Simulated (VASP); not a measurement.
Input of a VASP 6.6.1 run:

The input INCAR:

```
PREC     = Accurate       # precision mode
ENCUT    = 520            # plane-wave cutoff, eV
EDIFF    = 1E-6           # SCF threshold, eV
ISMEAR   = -1             # smearing method
SIGMA    = 0.1            # smearing width, eV
LREAL    = False          # projectors in reciprocal space
LASPH    = True           # aspherical terms in the spheres
NELM     = 80             # most SCF steps
ALGO     = Normal         # electronic algorithm
ISIF     = 2              # what is computed and relaxed
LWAVE    = False          # write WAVECAR
LCHARG   = False          # write CHGCAR
GGA      = RE             # functional
NBANDS   = 12             # bands
```

The input KPOINTS:

```
Automatic mesh
0
Gamma
  17 17 17
```

POSCAR

```
Cd
1.0
    3.1612976951      0.0000000000      0.0000000000
    0.0000000000      3.1612976951      0.0000000000
    0.0000000000      0.0000000000      3.1612976951
Cd
1
Direct
    0.0000000000      0.0000000000      0.0000000000
```

Potentials or basis: VASP PAW PBE potentials, release 64 (Cd).

Command:

```sh
$ cat potpaw_PBE.64/Cd/POTCAR > POTCAR
$ mpirun -np 1 vasp_std > vasp.out
```

Task: Predict the band gap on the k mesh.

Result: Zero (band 6 reaches 4.21 eV, above the bottom of band 7 at -0.54 eV).

Task: Predict the pressure.

Result: -1.7 GPa.

Caveat: the PAW data sets were made with another functional, which shifts forces and pressure a little.
